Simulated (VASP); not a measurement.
# Y (P6_3/mmc) in VASP: single point with PBE

Aim: the single point of Y with PBE.

All numbers are computed with VASP 6.6.1; they aren't measurements. Logs are shortened: lines on timing, memory, paths and dates and some standing lists are left out, and cuts for length are marked.

### Step 1. The cell of the first run

Symmetry: P6_3/mmc, No. 194, hexagonal system. The conventional cell has a = 3.657 Å, b = 3.657 Å, c = 5.674 Å, α = 90.00°, β = 90.00°, γ = 120.00°. Y (site symmetry -6m2) has 12 Y at 3.54 to 3.66 Å within 4.6 Å.

### Step 2. Single point, PBE

Contents of INCAR:

```
SYSTEM = Y
PREC     = Accurate       ! precision mode
ENCUT    = 520            ! plane-wave cutoff, eV
EDIFF    = 1E-7           ! SCF threshold, eV
ISMEAR   = 0              ! smearing method
SIGMA    = 0.1            ! smearing width, eV
LREAL    = .FALSE.        ! projectors in reciprocal space
LASPH    = .TRUE.         ! aspherical terms in the spheres
NELM     = 100            ! most SCF steps
ALGO     = Fast           ! electronic algorithm
ISIF     = 2              ! what is computed and relaxed
LWAVE    = .FALSE.        ! write WAVECAR
LCHARG   = .FALSE.        ! write CHGCAR
GGA      = PE             ! functional
NBANDS   = 18             ! bands
```

Contents of KPOINTS:

```
Automatic mesh
0
G
  15 15 8
  0 0 0
```

Contents of POSCAR:

```
Y
1.0
    3.6571046552      0.0000000000      0.0000000000
   -1.8285523276      3.1671455357      0.0000000000
    0.0000000000      0.0000000000      5.6740659744
Y
2
Direct
    0.3333333333      0.6666666667      0.2500000000
    0.6666666667      0.3333333333      0.7500000000
```

Potentials or basis: VASP PAW PBE potentials, release 64 (Y_sv).

On the command line:

```bash
> cat potpaw_PBE.64/Y_sv/POTCAR > POTCAR
> mpirun -np 1 vasp_std > vasp.out
```

OUTCAR:

```text
SYSTEM = Y
   PREC = Accurate
   ENCUT = 520
   EDIFF = 1E-7
   ISMEAR = 0
   LREAL = .FALSE.
   LASPH = .TRUE.
   NELM = 100
   ISIF = 2
   GGA = PE

 ion  position               nearest neighbor table
   1  0.333  0.667  0.250-   2 3.54   2 3.54   2 3.54   2 3.54   2 3.54   2 3.54
   2  0.667  0.333  0.750-   1 3.54   1 3.54   1 3.54   1 3.54   1 3.54   1 3.54

  LATTYP: Found a hexagonal cell.
 ALAT       =     3.6571046552
 C/A-ratio  =     1.5515186218

  Lattice vectors:

 A1 = (   3.6571046552,   0.0000000000,   0.0000000000)
 A2 = (  -1.8285523276,   3.1671455357,   0.0000000000)
 A3 = (   0.0000000000,   0.0000000000,   5.6740659744)

Analysis of symmetry for initial positions (statically):
=====================================================================
 Subroutine PRICEL returns:
 Original cell was already a primitive cell.

 Routine SETGRP: Setting up the symmetry group for a
 hexagonal supercell.

 Subroutine GETGRP returns: Found 24 space group operations
 (whereof 12 operations were pure point group operations)
 out of a pool of 24 trial point group operations.

The static configuration has the point symmetry D_3d.
 The point group associated with its full space group is D_6h.

Analysis of symmetry for dynamics (positions and initial velocities):
=====================================================================
 Subroutine PRICEL returns:
 Original cell was already a primitive cell.

 Routine SETGRP: Setting up the symmetry group for a
 hexagonal supercell.

 Subroutine GETGRP returns: Found 24 space group operations
 (whereof 12 operations were pure point group operations)
 out of a pool of 24 trial point group operations.

The dynamic configuration has the point symmetry D_3d.
 The point group associated with its full space group is D_6h.

 Subroutine INISYM returns: Found 24 space group operations
 (whereof 12 operations are pure point group operations),
 and found     1 'primitive' translations

----------------------------------------------------------------------------------------

                                     Primitive cell

  volume of cell :      65.7203

  direct lattice vectors                    reciprocal lattice vectors
     3.657104655  0.000000000  0.000000000     0.273440356  0.157870863  0.000000000
    -1.828552328  3.167145536  0.000000000     0.000000000  0.315741727  0.000000000
     0.000000000  0.000000000  5.674065974     0.000000000  0.000000000  0.176240460

  length of vectors
     3.657104655  3.657104655  5.674065974     0.315741727  0.315741727  0.176240460

  position of ions in fractional coordinates (direct lattice)
     0.333333333  0.666666667  0.250000000
     0.666666667  0.333333333  0.750000000

  ion indices of the primitive-cell ions
   primitive index   ion index
                 1           1
                 2           2

----------------------------------------------------------------------------------------

 KPOINTS: Automatic mesh

Automatic generation of k-mesh.
 Grid dimensions read from file:
 generate k-points for:   15   15    8

 Generating k-lattice:

  Cartesian coordinates                     Fractional coordinates (reciprocal lattice)
     0.018229357  0.010524724  0.000000000     0.066666667  0.000000000  0.000000000
     0.000000000  0.021049448  0.000000000     0.000000000  0.066666667  0.000000000
     0.000000000  0.000000000  0.022030058     0.000000000  0.000000000  0.125000000

  Length of vectors
     0.021049448  0.021049448  0.022030058

  Shift w.r.t. Gamma in fractional coordinates (k-lattice)
     0.000000000  0.000000000  0.000000000

 Subroutine IBZKPT returns following result:
 ===========================================

 Found    135 irreducible k-points:

 Following reciprocal coordinates:
            Coordinates               Weight
  0.000000  0.000000  0.000000      1.000000
  0.066667  0.000000  0.000000      6.000000
  0.133333  0.000000  0.000000      6.000000
  0.200000 -0.000000  0.000000      6.000000
  0.266667  0.000000  0.000000      6.000000
  0.333333  0.000000  0.000000      6.000000
[... 16 lines left out ...]
  0.333333  0.200000  0.000000     12.000000
  0.400000  0.200000  0.000000      6.000000
 [... further k-points ...]
   k-points           NKPTS =    135   k-points in BZ     NKDIM =    135   number of bands    NBANDS=     18
   number of dos      NEDOS =    301   number of ions     NIONS =      2
   total plane-waves  NPLWV =  32928
   dimension x,y,z NGX =    28 NGY =   28 NGZ =   42
   dimension x,y,z NGXF=    56 NGYF=   56 NGZF=   84
   ions per type =               2
   NGX,Y,Z   is equivalent  to a cutoff of  12.73, 12.73, 12.31 a.u.
   NGXF,Y,Z  is equivalent  to a cutoff of  25.46, 25.46, 24.61 a.u.
 SYSTEM =  Y
   PREC   = accura    normal or accurate (medium, high low for compatibility)
   ISTART =      0    job   : 0-new  1-cont  2-samecut
   ICHARG =      2    charge: 1-file 2-atom 10-const
   ISPIN  =      1    spin polarized calculation?
   LNONCOLLINEAR =      F non collinear calculations
   LSORBIT =      F    spin-orbit coupling
   LASPH  =      T    aspherical Exc in radial PAW
   ENCUT  =  520.0 eV  38.22 Ry    6.18 a.u.   6.80  6.80 10.55*2*pi/ulx,y,z
   NELM   =    100;   NELMIN=  2; NELMDL= -5     # of ELM steps
   EDIFF  = 0.1E-06   stopping-criterion for ELM
   LREAL  =      F    real-space projection
   EDIFFG = 0.1E-05   stopping-criterion for IOM
   NSW    =      0    number of steps for IOM
   IBRION =     -1    ionic relax: 0-MD 1-quasi-New 2-CG
   NFREE  =      0    steps in history (QN), initial steepest desc. (CG)
   ISIF   =      2    stress and relaxation
   ISYM   =      2    0-nonsym 1-usesym 2-fastsym
   POTIM  = 0.5000    time-step for ionic-motion
   TEBEG  =    0.0;   TEEND  =   0.0 temperature during run
   PSTRESS=    0.0 pullay stress
   NELECT =      22.0000    total number of electrons
   NUPDOWN=      -1.0000    fix difference up-down
   EMIN   =  10.00;   EMAX   =-10.00  energy-range for DOS
   EFERMI =   0.00;   METHOD = LEGACY
   ISMEAR =     0;   SIGMA  =   0.10  broadening in eV -4-tet -1-fermi 0-gaus
   EFERMI_NEDOS =   21; number of points for ismear=-14 and -15
   IALGO  =     68    algorithm
   IMIX   =      4    mixing-type and parameters
     AMIX     =   0.40;   BMIX     =  1.00
     AMIX_MAG =   1.60;   BMIX_MAG =  1.00
  volume/ion in A,a.u.               =      32.86       221.75
  Fermi-wavevector in a.u.,A,eV,Ry     =   1.136709  2.148068 17.580174  1.292106
  Thomas-Fermi vector in A             =   2.273414
   LORBIT       =      0    0 simple, 1 ext, 2 COOP (PROOUT), +10 PAW based schemes
   GGA     = PE    functional components
   LHFCALC =     F    Hartree Fock is set to
   AEXX    =    0.0000 exact exchange contribution
   IVDW    =     0    specifies the selected vdW correction
   LEPSILON=     F    determine dielectric tensor
   LRPA    =     F    only Hartree local field effects (RPA)
 non-spin polarized calculation
 RMM-DIIS sequential band-by-band and
 Gauss-broadening in eV      SIGMA  =   0.10
  energy-cutoff  :      520.00
  volume of cell :       65.72
 maximum number of plane-waves:      1788
 NGX is ok and might be reduce to    28
   NGX = 13   NGY = 13   NGZ = 21

 number of electron      22.0000000 magnetization

 Free energy of the ion-electron system (eV)
  ---------------------------------------------------
  ext. energy  EPLUGINS =         0.00000000
  ---------------------------------------------------
  free energy    TOTEN  =       -12.87636855 eV

  energy without entropy =      -12.85814193  energy(sigma->0) =      -12.86725524

 E-fermi :   2.9912     XC(G=0):  -9.4249

 val. band max:        2.9886450669   @ k =   0.3333   0.2667   0.3750
 cond. band min:       3.0144752477   @ k =   0.2000   0.0667   0.0000
 fundamental gap:      0.0258301808
 Fermi energy:         2.9912251733

 k-point     1 :       0.0000    0.0000    0.0000
  band No.  band energies     occupation
      1     -39.6947      2.00000
      2     -39.6184      2.00000
      3     -19.9749      2.00000
      4     -19.5020      2.00000
      5     -19.5020      2.00000
      6     -19.4078      2.00000
[... 10 lines left out ...]
     17       5.7230      0.00000
     18       5.7230      0.00000

 k-point     2 :       0.0667    0.0000    0.0000
  band No.  band energies     occupation
      1     -39.6925      2.00000
      2     -39.6178      2.00000
      3     -19.9670      2.00000
      4     -19.5174      2.00000
      5     -19.5074      2.00000
      6     -19.4242      2.00000
[... 10 lines left out ...]
     17       5.5965      0.00000
     18       5.6317      0.00000

 k-point     3 :       0.1333    0.0000    0.0000
  band No.  band energies     occupation
      1     -39.6863      2.00000
      2     -39.6159      2.00000
      3     -19.9439      2.00000
      4     -19.5612      2.00000
      5     -19.5225      2.00000
      6     -19.4698      2.00000
[... 10 lines left out ...]
     17       5.6032      0.00000
     18       5.6757      0.00000

 k-point     4 :       0.2000   -0.0000    0.0000
  band No.  band energies     occupation
      1     -39.6769      2.00000
      2     -39.6134      2.00000
      3     -19.9077      2.00000
      4     -19.6259      2.00000
      5     -19.5438      2.00000
      6     -19.5351      2.00000
[... 375 lines left out ...]
      4     -19.7482      2.00000
      5     -19.7331      2.00000
      6     -19.6190      2.00000
[... 10 lines left out ...]
     17       7.4549      0.00000
     18       8.2287      0.00000

 k-point    23 :       0.3333    0.2000    0.0000
  band No.  band energies     occupation
      1     -39.6322      2.00000
      2     -39.6117      2.00000
      3     -19.8153      2.00000
      4     -19.7306      2.00000
      5     -19.7035      2.00000
      6     -19.6567      2.00000
[... 10 lines left out ...]
     17       7.7736      0.00000
     18       8.2263      0.00000

 k-point    24 :       0.4000    0.2000    0.0000
  band No.  band energies     occupation
      1     -39.6286      2.00000
      2     -39.6131      2.00000
      3     -19.8272      2.00000
      4     -19.7234      2.00000
      5     -19.6818      2.00000
      6     -19.6766      2.00000
[... 10 lines left out ...]
     17       7.9261      0.00000
     18       8.2338      0.00000

 [... further k-points ...]

------------------------ aborting loop because EDIFF is reached ----------------------------------------

  FORCE on cell =-STRESS in cart. coord.  units (eV):
  Direction    XX          YY          ZZ          XY          YZ          ZX
  --------------------------------------------------------------------------------------
  -------------------------------------------------------------------------------------
  Total       -0.0528503     -0.0528503     -0.0445104      0.0000000      0.0000000      0.0000000
  in kB       -1.2884212     -1.2884212     -1.0851061      0.0000000      0.0000000      0.0000000
  external PRESSURE =      -1.2206495 kB  Pullay stress =       0.0000000 kB

 VOLUME and BASIS-vectors are now :
 -----------------------------------------------------------------------------
  energy-cutoff  :      520.00
  volume of cell :       65.72
      direct lattice vectors                 reciprocal lattice vectors
     3.657104655  0.000000000  0.000000000     0.273440356  0.157870863  0.000000000
    -1.828552328  3.167145536  0.000000000     0.000000000  0.315741727  0.000000000
     0.000000000  0.000000000  5.674065974     0.000000000  0.000000000  0.176240460

 POSITION                                       TOTAL-FORCE (eV/Angst)
 -----------------------------------------------------------------------------------
     -0.00000      2.11143      1.41852         0.000000      0.000000      0.000000
      1.82855      1.05572      4.25555        -0.000000     -0.000000      0.000000
 -----------------------------------------------------------------------------------
    total drift:                               -0.000000      0.000000     -0.000000

  FREE ENERGIE OF THE ION-ELECTRON SYSTEM (eV)
  ---------------------------------------------------
  free  energy   TOTEN  =       -12.8763685455 eV

  energy  without entropy=      -12.8581419296  energy(sigma->0) =      -12.86725524
```

Wall time 7 min (1 thread of AMD EPYC 7R43 (Zen 3), shared host); peak memory 0.26 GiB.

What came out:

```yaml
Free_energy: -12.8764 eV
Pressure: -0.1 GPa
Band_gap_on_the_k_mesh: zero (bands 11 and 12 overlap by 1.48 eV)
```

The gap in the log of VASP goes by the Fermi energy; the results here count the filled bands.